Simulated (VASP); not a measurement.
# AlGa3N4 (Pm) in VASP: a series of runs, part 2 of 2

VASP 6.6.1. The steps go on from the part before.

### Step 4. Single point, PBEsol (strain +0.1312 x Voigt [0, 0, 1, 0, 0, 0])

The input, INCAR:

```
SYSTEM = AlGa3N4
PREC = Accurate
ENCUT = 520
EDIFF = 1E-7
ISMEAR = 0
SIGMA = 0.05
LREAL = .FALSE.
LASPH = .TRUE.
NELM = 100
ALGO = Normal
ISIF = 2
LWAVE = .FALSE.
LCHARG = .FALSE.
GGA = PS
NBANDS = 41
```

The input, KPOINTS:

```
Automatic mesh
0
G
  6 8 6
  0 0 0
```

The input, POSCAR:

```
AlGa3N4
1.0
    5.1423512025      0.0000000000      0.0001374452
    0.0000000000      3.1649848011      0.0000000000
   -0.0035856884      0.0000000000      6.1972725689
Al Ga N
1 3 4
Direct
    0.0006034235      0.5000000000      0.6673576246
    0.4991167026      0.5000000000      0.3349195796
    0.4990273840      0.0000000000      0.8315570006
    0.9998617813      0.0000000000      0.1661805284
    0.1196687536      0.5000000000      0.3400974151
    0.1176459797      0.0000000000      0.8263760593
    0.6204436392      0.0000000000      0.1662162869
    0.6312323461      0.5000000000      0.6672965055
```

Potentials or basis: VASP PAW PBE potentials, release 64 (Al, Ga_d, N).

On the command line:

```bash
> cat potpaw_PBE.64/Al/POTCAR potpaw_PBE.64/Ga_d/POTCAR potpaw_PBE.64/N/POTCAR > POTCAR
> mpirun -np 1 vasp_std > vasp.out
```

OUTCAR:

```text
SYSTEM = AlGa3N4
   PREC = Accurate
   ENCUT = 520
   EDIFF = 1E-7
   ISMEAR = 0
   LREAL = .FALSE.
   LASPH = .TRUE.
   NELM = 100
   ISIF = 2
   GGA = PS

 ion  position               nearest neighbor table
   1  0.001  0.500  0.667-   8 1.90   6 1.96   6 1.96   5 2.12
   2  0.499  0.500  0.335-   5 1.95   7 2.00   7 2.00   8 2.17
   3  0.499  0.000  0.832-   6 1.96   8 2.00   8 2.00   7 2.17
   4  1.000  0.000  0.166-   7 1.95   5 2.01   5 2.01   6 2.19
   5  0.120  0.500  0.340-   2 1.95   4 2.01   4 2.01   1 2.12
   6  0.118  0.000  0.826-   1 1.96   1 1.96   3 1.96   4 2.19
   7  0.620  0.000  0.166-   4 1.95   2 2.00   2 2.00   3 2.17
   8  0.631  0.500  0.667-   1 1.90   3 2.00   3 2.00   2 2.17

  LATTYP: Found a simple monoclinic cell.
 ALAT       =     5.1423512043
 B/A-ratio  =     0.6154742598
 C/A-ratio  =     1.2051439818
 COS(beta)  =    -0.0005518632

  Lattice vectors:

 A1 = (   5.1423512025,   0.0000000000,   0.0001374452)
 A2 = (   0.0000000000,   3.1649848011,   0.0000000000)
 A3 = (  -0.0035856884,   0.0000000000,   6.1972725689)

Analysis of symmetry for initial positions (statically):
[... 196 lines left out ...]
      2     -10.2327      2.00000
      3     -10.0816      2.00000
      4      -9.8185      2.00000
      5      -9.0960      2.00000
      6      -9.0403      2.00000
[... 1045 lines left out ...]
     40      13.3632      0.00000
     41      13.5398      0.00000

 [... further k-points ...]

------------------------ aborting loop because EDIFF is reached ----------------------------------------

  FORCE on cell =-STRESS in cart. coord.  units (eV):
  Direction    XX          YY          ZZ          XY          YZ          ZX
  --------------------------------------------------------------------------------------
  -------------------------------------------------------------------------------------
  Total       -3.9513530     -5.1653261    -21.5140879      0.0000000      0.0000000      0.0251012
  in kB      -62.7657092    -82.0492015   -341.7429419      0.0000000      0.0000000      0.3987235
  external PRESSURE =    -162.1859509 kB  Pullay stress =       0.0000000 kB

 VOLUME and BASIS-vectors are now :
 -----------------------------------------------------------------------------
  energy-cutoff  :      520.00
  volume of cell :      100.86
      direct lattice vectors                 reciprocal lattice vectors
     5.142351203  0.000000000  0.000137445     0.194463572  0.000000000  0.000112515
     0.000000000  3.164984801  0.000000000     0.000000000  0.315957283  0.000000000
    -0.003585688  0.000000000  6.197272569    -0.000004313  0.000000000  0.161361304

 POSITION                                       TOTAL-FORCE (eV/Angst)
 -----------------------------------------------------------------------------------
      0.00071      1.58249      4.13580         0.309840      0.000000     -0.065772
      2.56543      1.58249      2.07566         0.314456      0.000000      0.049615
      2.56319      0.00000      5.15345         0.280518      0.000000      0.082544
      5.14104      0.00000      1.03000         0.213794      0.000000      0.018399
      0.61416      1.58249      2.10769        -0.304072      0.000000      0.307895
      0.60201      0.00000      5.12129        -0.191698      0.000000      0.154782
      3.18994      0.00000      1.03017        -0.250077      0.000000     -0.282220
      3.24363      1.58249      4.13551        -0.372761      0.000000     -0.265243
 -----------------------------------------------------------------------------------
    total drift:                                0.000172      0.000000     -0.000164

  FREE ENERGIE OF THE ION-ELECTRON SYSTEM (eV)
  ---------------------------------------------------
  free  energy   TOTEN  =       -53.5613454607 eV

  energy  without entropy=      -53.5613454607  energy(sigma->0) =      -53.56134546
```

Wall time 7.9 min (1 thread of Oxide Virtual Turin-like, shared host); peak memory 0.4 GiB.

What came out:

```yaml
Free_energy: -53.5613 eV
Pressure: -16.2 GPa
Largest_force: 0.457 eV/Å
Band_gap_on_the_k_mesh: 1.14 eV, direct
```

Forces on the atoms (eV/Å):
```
Al   0.310  0.000 -0.066
Ga   0.314  0.000  0.050
Ga   0.281  0.000  0.083
Ga   0.214  0.000  0.018
N   -0.304  0.000  0.308
N   -0.192  0.000  0.155
N   -0.250  0.000 -0.282
N   -0.373  0.000 -0.265
```

Levels at points of the mesh, in eV from the valence-band top:
```tsv
k point	band 27	band 28	band 29	band 30	band 31	band 32	band 33	band 34	band 35	band 36
(0.00, 0.00, 0.00)	-1.08	-0.62	-0.47	-0.22	0.00	1.14	2.85	5.26	5.70	5.76
(0.50, 0.00, 0.00)	-1.25	-1.24	-0.99	-0.64	-0.44	3.05	3.25	4.31	4.56	7.09
(0.00, 0.50, 0.00)	-3.49	-2.03	-1.96	-1.81	-1.77	5.15	5.38	5.57	5.65	5.72
(0.50, 0.50, 0.00)	-3.09	-1.51	-1.27	-1.25	-1.23	4.97	5.07	5.13	5.48	5.96
(0.00, 0.00, 0.50)	-1.51	-0.95	-0.89	-0.35	-0.11	3.58	3.91	5.04	5.65	6.46
(0.50, 0.00, 0.50)	-1.79	-1.21	-0.88	-0.86	-0.84	4.60	4.68	4.73	5.11	6.09
(0.00, 0.50, 0.50)	-3.05	-2.18	-2.10	-1.21	-1.11	3.25	3.76	4.24	4.76	5.88
(0.50, 0.50, 0.50)	-2.16	-1.81	-1.55	-1.49	-1.46	3.39	3.52	3.60	4.10	6.50
```

Caveat: the cell differs from its parent crystal (strain +0.1312 x Voigt [0, 0, 1, 0, 0, 0]); the PAW data sets were made with another functional, which shifts forces and pressure a little.

### Step 5. Summary

```tsv
cell	gap on the mesh (eV)	pressure (GPa)	largest force (eV/Å)
a = 5.142, b = 3.165, c = 5.889 Å, 8 atoms	1.71	-11.2	0.46
a = 5.142, b = 3.165, c = 6.095 Å, 8 atoms	1.34	-14.8	0.48
a = 5.142, b = 3.165, c = 6.197 Å, 8 atoms	1.14	-16.2	0.46
```

Alike in all rows: task single point; level PBEsol; potentials or basis VASP PAW PBE potentials, release 64 (Al, Ga_d, N); no spin polarisation; k mesh 6 × 8 × 6; cutoff (eV) 520; smearing gaussian 0.05 eV.

Caveats: the PAW data sets were made with another functional, which shifts forces and pressure a little.

Absolute energies hang on the potentials; compare differences alone.
